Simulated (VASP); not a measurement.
# Os (Fm-3m) in VASP: notebook, part 2 of 2

VASP 6.6.1.

## (3) Single point, LDA

This run uses another cell than the first one, of 13.74 Å³/atom.

Input file INCAR:

```
SYSTEM = Os
ALGO = Normal
EDIFF = 1E-7
ENCUT = 520
ISIF = 2
ISMEAR = -1
LASPH = .True.
LCHARG = .False.
LREAL = .False.
LWAVE = .False.
NBANDS = 10
NELM = 80
PREC = Accurate
SIGMA = 0.05
```

Input file KPOINTS:

```
k-points
0
Gamma
  21 21 21
  0 0 0
```

Input file POSCAR:

```
Os
1.0
    0.0000000000      1.9012153971      1.9012153971
    1.9012153971      0.0000000000      1.9012153971
    1.9012153971      1.9012153971      0.0000000000
Os
1
Direct
    0.0000000000      0.0000000000      0.0000000000
```

Potentials or basis: VASP PAW LDA potentials, release 64 (Os).

Launch:

```sh
$ cat potpaw_LDA.64/Os/POTCAR > POTCAR
$ mpirun -np 1 vasp_std > vasp.out
```

OUTCAR:

```text
SYSTEM = Os
   EDIFF = 1E-7
   ENCUT = 520
   ISIF = 2
   ISMEAR = -1
   LASPH = .True.
   LREAL = .False.
   NELM = 80
   PREC = Accurate

 ion  position               nearest neighbor table
   1  0.000  0.000  0.000-

  LATTYP: Found a face centered cubic cell.
 ALAT       =     3.8024307942

  Lattice vectors:

 A1 = (   0.0000000000,   1.9012153971,   1.9012153971)
 A2 = (   1.9012153971,   0.0000000000,   1.9012153971)
 A3 = (   1.9012153971,   1.9012153971,   0.0000000000)

Analysis of symmetry for initial positions (statically):
=====================================================================
 Subroutine PRICEL returns:
 Original cell was already a primitive cell.

 Routine SETGRP: Setting up the symmetry group for a
 face centered cubic supercell.

 Subroutine GETGRP returns: Found 48 space group operations
 (whereof 48 operations were pure point group operations)
 out of a pool of 48 trial point group operations.

The static configuration has the point symmetry O_h .

Analysis of symmetry for dynamics (positions and initial velocities):
=====================================================================
 Subroutine PRICEL returns:
 Original cell was already a primitive cell.

 Routine SETGRP: Setting up the symmetry group for a
 face centered cubic supercell.

 Subroutine GETGRP returns: Found 48 space group operations
 (whereof 48 operations were pure point group operations)
 out of a pool of 48 trial point group operations.

The dynamic configuration has the point symmetry O_h .

 Subroutine INISYM returns: Found 48 space group operations
 (whereof 48 operations are pure point group operations),
 and found     1 'primitive' translations

----------------------------------------------------------------------------------------

                                     Primitive cell

  volume of cell :      13.7443

  direct lattice vectors                    reciprocal lattice vectors
[... 102 lines left out ...]
   IALGO  =     38    algorithm
   IMIX   =      4    mixing-type and parameters
     AMIX     =   0.40;   BMIX     =  1.00
     AMIX_MAG =   1.60;   BMIX_MAG =  1.00
  volume/ion in A,a.u.               =      13.74        92.75
  Fermi-wavevector in a.u.,A,eV,Ry     =   1.366879  2.583027 25.420568  1.868359
  Thomas-Fermi vector in A             =   2.492981
   LORBIT       =      0    0 simple, 1 ext, 2 COOP (PROOUT), +10 PAW based schemes
   GGA     = CA    functional components
   LHFCALC =     F    Hartree Fock is set to
   AEXX    =    0.0000 exact exchange contribution
   IVDW    =     0    specifies the selected vdW correction
   LEPSILON=     F    determine dielectric tensor
   LRPA    =     F    only Hartree local field effects (RPA)
 non-spin polarized calculation
  energy-cutoff  :      520.00
  volume of cell :       13.74
 maximum number of plane-waves:       380
   NGX =  9   NGY =  9   NGZ =  9

 number of electron       7.9999999 magnetization

 Free energy of the ion-electron system (eV)
  ---------------------------------------------------
  ext. energy  EPLUGINS =         0.00000000
  ---------------------------------------------------
  free energy    TOTEN  =       -12.51311272 eV

  energy without entropy =      -12.50632471  energy(sigma->0) =      -12.50971871

 E-fermi :   9.5194     XC(G=0): -14.2784

 val. band max:        9.5179611954   @ k =   0.3810   0.3810   0.0000
 cond. band min:       9.5500539569   @ k =   0.0476   0.0000   0.0000
 fundamental gap:      0.0320927615
 Fermi energy:         9.5194111517

 k-point     1 :       0.0000    0.0000    0.0000
  band No.  band energies     occupation
      1      -1.3651      2.00000
      2       6.4438      2.00000
      3       6.4438      2.00000
      4       6.4438      2.00000
      5       9.5881      0.40379
      6       9.5881      0.40379
      7      23.8602      0.00000
      8      29.7370      0.00000
      9      29.7370      0.00000
     10      29.7370      0.00000
[... 287 lines left out ...]
 k-point    24 :      -0.3810    0.0476    0.0000
  band No.  band energies     occupation
      1       1.8189      2.00000
      2       6.3753      2.00000
      3       6.5015      2.00000
      4       7.8274      2.00000
      5      11.1727      0.00000
      6      11.9782      0.00000
      7      20.4376      0.00000
      8      24.4760      0.00000
      9      30.7512      0.00000
     10      32.0037      0.00000

 [... further k-points ...]
[... 5 lines left out ...]
  --------------------------------------------------------------------------------------
  -------------------------------------------------------------------------------------
  Total        0.0913471      0.0913471      0.0913471      0.0000000     -0.0000000      0.0000000
  in kB       10.6483291     10.6483291     10.6483291      0.0000000     -0.0000000      0.0000000
  external PRESSURE =      10.6483291 kB  Pullay stress =       0.0000000 kB

 VOLUME and BASIS-vectors are now :
 -----------------------------------------------------------------------------
  energy-cutoff  :      520.00
  volume of cell :       13.74
      direct lattice vectors                 reciprocal lattice vectors
     0.000000000  1.901215397  1.901215397    -0.262989665  0.262989665  0.262989665
     1.901215397  0.000000000  1.901215397     0.262989665 -0.262989665  0.262989665
     1.901215397  1.901215397  0.000000000     0.262989665  0.262989665 -0.262989665

 POSITION                                       TOTAL-FORCE (eV/Angst)
 -----------------------------------------------------------------------------------
      0.00000      0.00000      0.00000        -0.000000     -0.000000      0.000000
 -----------------------------------------------------------------------------------
    total drift:                                0.000000      0.000000      0.000000

  FREE ENERGIE OF THE ION-ELECTRON SYSTEM (eV)
  ---------------------------------------------------
  free  energy   TOTEN  =       -12.5131127158 eV

  energy  without entropy=      -12.5063247110  energy(sigma->0) =      -12.50971871
```

It took 37 s on 1 thread of Intel Xeon 8259CL, shared host; peak memory 0.15 GiB.

What came out:

| Property | Result |
| --- | --- |
| Free energy | -12.5131 eV |
| Pressure | 1.1 GPa |
| Band gap on the k mesh | zero (bands 4 and 5 overlap by 4.22 eV) |

Caveat: spin-orbit coupling is left out, which moves the levels of the heavy elements.

## (4) Single point, LDA

This run uses another cell than the first one, of 13.74 Å³/atom.

Input file INCAR:

```
SYSTEM = Os
  PREC = Accurate
  ENCUT = 520
  EDIFF = 1E-7
  ISMEAR = -1
  SIGMA = 0.05
  LREAL = .False.
  LASPH = .True.
  NELM = 60
  ALGO = Normal
  ISIF = 2
  LWAVE = .False.
  LCHARG = .True.
  GGA = CA
  LELF = .True.
  LVHAR = .True.
  NBANDS = 10
```

Input file KPOINTS:

```
regular mesh
0
Gamma
  21 21 21
  0 0 0
```

POSCAR is that of step 3.

Launch:

```sh
$ cat potpaw_LDA.64/Os/POTCAR > POTCAR
$ mpirun -np 1 vasp_std > vasp.out
```

Wall time 48 s (1 thread of Intel Xeon 8259CL, shared host); peak memory 0.15 GiB.

The run converged. Its results:

* Free energy: -12.5131 eV
* Pressure: 1.1 GPa
* Band gap on the k mesh: zero (bands 4 and 5 overlap by 4.22 eV)

Levels at points of the mesh, in eV from the Fermi level:
| k point | band 1 | band 2 | band 3 | band 4 | band 5 | band 6 | band 7 | band 8 | band 9 |
| --- | --- | --- | --- | --- | --- | --- | --- | --- | --- |
| (0.00, 0.00, 0.00) | -10.88 | -3.08 | -3.08 | -3.08 | 0.07 | 0.07 | 14.34 | 20.22 | 20.22 |

Caveat: spin-orbit coupling is left out, which moves the levels of the heavy elements.

## (5) Single point, LDA

This run uses another cell than the first one, of 13.88 Å³/atom.

Input file INCAR:

```
  ALGO = Normal
  EDIFF = 1E-6
  ENCUT = 520
  ISIF = 2
  ISMEAR = -1
  LASPH = T
  LCHARG = T
  LELF = T
  LREAL = F
  LVHAR = T
  LWAVE = F
  NBANDS = 10
  NELM = 100
  PREC = Accurate
  SIGMA = 0.05
```

Input file KPOINTS:

```
k-points
0
Gamma
  21 21 21
```

Input file POSCAR:

```
Os
1.0
    0.0000000000      1.9075317738      1.9075317738
    1.9075317738      0.0000000000      1.9075317738
    1.9075317738      1.9075317738      0.0000000000
Os
1
Direct
    0.0000000000      0.0000000000      0.0000000000
```

Launch:

```sh
$ cat potpaw_LDA.64/Os/POTCAR > POTCAR
$ mpirun -np 1 vasp_std > vasp.out
```

Run time: 44 s. Hardware: 1 thread of Intel Xeon 8259CL, shared host; peak memory 0.15 GiB.

The run converged. Its results:

| Property | Result |
| --- | --- |
| Free energy | -12.5123 eV |
| Pressure | -3.3 GPa |
| Band gap on the k mesh | zero (bands 4 and 5 overlap by 4.15 eV) |

Levels at points of the mesh, in eV from the Fermi level:
```
           k point  band 1  band 2  band 3  band 4  band 5  band 6  band 7  band 8  band 9
(0.00, 0.00, 0.00)  -10.80   -3.03   -3.03   -3.03    0.07    0.07   14.35   20.16   20.16
```

Caveat: the cell stands under tension; spin-orbit coupling is left out, which moves the levels of the heavy elements.

## (6) Summary

```tsv
cell	gap on the mesh (eV)	pressure (GPa)
a = 2.680 Å, angles 60.0°, 1 atom	none	5.7
a = 2.689 Å, angles 60.0°, 1 atom	none	1.1
a = 2.698 Å, angles 60.0°, 1 atom	none	-3.3
```

Alike in all rows: task single point; level LDA; potentials or basis VASP PAW LDA potentials, release 64 (Os); no spin polarisation; k mesh 21 × 21 × 21; cutoff (eV) 520; smearing fermi-dirac 0.05 eV.

Caveats: spin-orbit coupling is left out, which moves the levels of the heavy elements; the cell stands under pressure (at least some runs); the cell stands under tension (at least some runs).

Absolute energies hang on the potentials; compare differences alone.
